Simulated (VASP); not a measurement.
Set up this calculation in VASP 6.6.1, as the native input.

| Item | Value |
| --- | --- |
| Task | relaxation of cell and atoms |
| Functional | PBE |
| Potentials or basis | VASP PAW PBE potentials, release 64 (Er_3, O), 4f in core |
| Cutoff | 600 eV |
| k mesh | 6 × 6 × 4 |
| Occupations | gaussian, width 0.1 eV |
| Spin | no spin polarisation |
| Dipole correction | no |
| Mended | yes |
| Further INCAR settings | ALGO = Normal; EDIFF = 1e-07; IBRION = 2; EDIFFG = -0.04; NSW = 90; ISIF = 3 |

The structure of Er2O lies in POSCAR:

```
Er2O
1.0
    3.3765408600      0.0000000000      0.0000000000
   -1.6882704300      2.9241701600      0.0000000000
    0.0000000000      0.0000000000      5.5036423600
Er O
2 1
Direct
    0.3333333300      0.6666666700      0.2330000000
    0.6666666700      0.3333333300      0.7670000000
    0.0000000000      0.0000000000      0.0000000000
```

The cell was built from a structure type or drawn by symmetry, and may not be a known phase.

These files were run (other wordings do the same):

INCAR

```
ALGO     = Normal         # electronic algorithm
EDIFF    = 1E-7           # SCF threshold, eV
EDIFFG   = -0.04          # ionic threshold
ENCUT    = 600            # plane-wave cutoff, eV
GGA      = PE             # functional
GGA_COMPAT= False        
IBRION   = 2              # ionic algorithm
ISIF     = 3              # what is computed and relaxed
ISMEAR   = 0              # smearing method
LASPH    = True           # aspherical terms in the spheres
LCHARG   = False          # write CHGCAR
LMAXMIX  = 6              # l up to which the mixer works
LREAL    = False          # projectors in reciprocal space
LWAVE    = False          # write WAVECAR
NELM     = 200            # most SCF steps
NELMIN   = 4            
NSW      = 90             # ionic steps
PREC     = Accurate       # precision mode
SIGMA    = 0.1            # smearing width, eV
```

KPOINTS

```
k-points
0
Gamma
  6 6 4
```

Potentials or basis: VASP PAW PBE potentials, release 64 (Er_3, O), 4f in core.

The run is started by

```sh
$ cat potpaw_PBE.64/Er_3/POTCAR potpaw_PBE.64/O/POTCAR > POTCAR
$ mpirun -np 1 vasp_std > vasp.out
```

It gave:

| Property | Result |
| --- | --- |
| Relaxed volume | 19.74 Å³/atom |
| Relaxed cell | a = 3.474 Å, b = 3.474 Å, c = 5.665 Å, α = 90.00°, β = 90.00°, γ = 120.00° |
| Space group after relaxing (to 0.1 Å) | P-3m1 (No. 164) |
| Energy gained by relaxing | 55.2 meV/atom |
| Ionic steps | 6 |
| Pressure after relaxing | 0.1 GPa |
| Band gap on the k mesh | zero (bands 12 and 13 overlap by 0.75 eV) |

Caveat: spin-orbit coupling is left out, which moves the levels of the heavy elements; the 4f electrons are frozen in the core, so they carry no moment and show no levels; the run has no spin polarisation, though such a crystal can be magnetic.

Wall time 70 s on 1 thread of Intel(R) Xeon(R) 6975P-C (Granite Rapids), with other jobs on the host, peak memory 0.2 GiB.
